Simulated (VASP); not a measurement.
Wanted: the native input for a VASP 6.6.1 run.

* Task: relaxation of cell and atoms
* Functional: PBE
* Potentials or basis: VASP PAW PBE potentials, release 64 (Ho_3, O), 4f in core
* Cutoff: 600 eV
* k mesh: 4 × 4 × 6
* Occupations: gaussian, width 0.2 eV
* Spin: no spin polarisation
* Dipole correction: no
* Mended: yes
* Further INCAR settings: ALGO = Normal; EDIFF = 1e-07; IBRION = 2; EDIFFG = -0.08; NSW = 36; ISIF = 3

The structure of Ho2O lies in POSCAR:

```
Ho2O
1.0
    4.5066086600      0.0000000000      0.0000000000
    0.0000000000      4.5066086600      0.0000000000
    0.0000000000      0.0000000000      3.0829598800
Ho O
2 1
Direct
    0.0000000000      0.5000000000      0.0000000000
    0.5000000000      0.0000000000      0.0000000000
    0.5000000000      0.5000000000      0.5000000000
```

The cell was built from a structure type or drawn by symmetry, and may not be a known phase.

These files were run (other wordings do the same):

INCAR

```
PREC     = Accurate       # precision mode
ENCUT    = 600            # plane-wave cutoff, eV
EDIFF    = 1E-7           # SCF threshold, eV
ISMEAR   = 0              # smearing method
SIGMA    = 0.2            # smearing width, eV
LREAL    = False          # projectors in reciprocal space
LASPH    = True           # aspherical terms in the spheres
NELM     = 200            # most SCF steps
ALGO     = Normal         # electronic algorithm
ISIF     = 3              # what is computed and relaxed
LWAVE    = False          # write WAVECAR
LCHARG   = False          # write CHGCAR
GGA      = PE             # functional
IBRION   = 2              # ionic algorithm
NSW      = 36             # ionic steps
EDIFFG   = -0.08          # ionic threshold
GGA_COMPAT= False        
NELMIN   = 4            
LMAXMIX  = 6              # l up to which the mixer works
```

KPOINTS

```
Automatic mesh
0
Gamma
  4 4 6
```

Potentials or basis: VASP PAW PBE potentials, release 64 (Ho_3, O), 4f in core.

The run is started by

```sh
$ cat potpaw_PBE.64/Ho_3/POTCAR potpaw_PBE.64/O/POTCAR > POTCAR
$ mpirun -np 1 vasp_std > vasp.out
```

Results of the run:

| Quantity | Value |
| --- | --- |
| Relaxed volume | 18.14 Å³/atom |
| Relaxed cell | a = 4.253 Å, b = 4.253 Å, c = 3.008 Å, α = 90.00°, β = 90.00°, γ = 90.00° |
| Space group after relaxing (to 0.1 Å) | P4/mmm (No. 123) |
| Energy gained by relaxing | 81.8 meV/atom |
| Ionic steps | 4 |
| Pressure after relaxing | -0.1 GPa |
| Band gap on the k mesh | zero (bands 12 and 13 overlap by 2.13 eV) |

Caveat: spin-orbit coupling is left out, which moves the levels of the heavy elements; the 4f electrons are frozen in the core, so they carry no moment and show no levels; the run has no spin polarisation, though such a crystal can be magnetic.

It took 120 s on 1 thread of Intel(R) Xeon(R) Platinum 8488C (Sapphire Rapids) (shared host), peak memory 0.21 GiB.
